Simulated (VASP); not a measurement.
Here is a VASP 6.6.1 calculation.

Contents of INCAR:

```
  ALGO = Fast
  EDIFF = 1E-6
  ENCUT = 520
  GGA = PE
  ISIF = 2
  ISMEAR = 0
  LASPH = True
  LCHARG = True
  LELF = True
  LREAL = False
  LVHAR = True
  LWAVE = False
  NBANDS = 30
  NELM = 100
  PREC = Accurate
  SIGMA = 0.1
```

File KPOINTS:

```
k-points
0
Gamma
  18 18 4
```

POSCAR

```
In3As
1.0
    3.3603905912      0.0000000000      0.0000000000
   -1.6801952956      2.9101836186      0.0000000000
    0.0000000000      0.0000000000     10.5806689314
In As
3 1
Direct
    0.6666666667      0.3333333333      0.5000000000
    0.3333333333      0.6666666667      0.2245375218
    0.3333333333      0.6666666667      0.7754624782
    0.6666666667      0.3333333333      0.0000000000
```

Potentials or basis: VASP PAW PBE potentials, release 64 (In_d, As).

Command:

```bash
$ cat potpaw_PBE.64/In_d/POTCAR potpaw_PBE.64/As/POTCAR > POTCAR
$ mpirun -np 1 vasp_std > vasp.out
```

Question: Estimate the pressure.

Answer: -0.1 GPa.

Question: Estimate the band gap on the k mesh.

Answer: Zero (bands 22 and 23 overlap by 3.85 eV).

Forces in eV/Å, atoms in the order of the input:
```
In   0.000  0.000  0.000
In   0.000  0.000  0.005
In   0.000  0.000 -0.005
As   0.000  0.000  0.000
```

Caveat: spin-orbit coupling is left out, which moves the levels of the heavy elements.
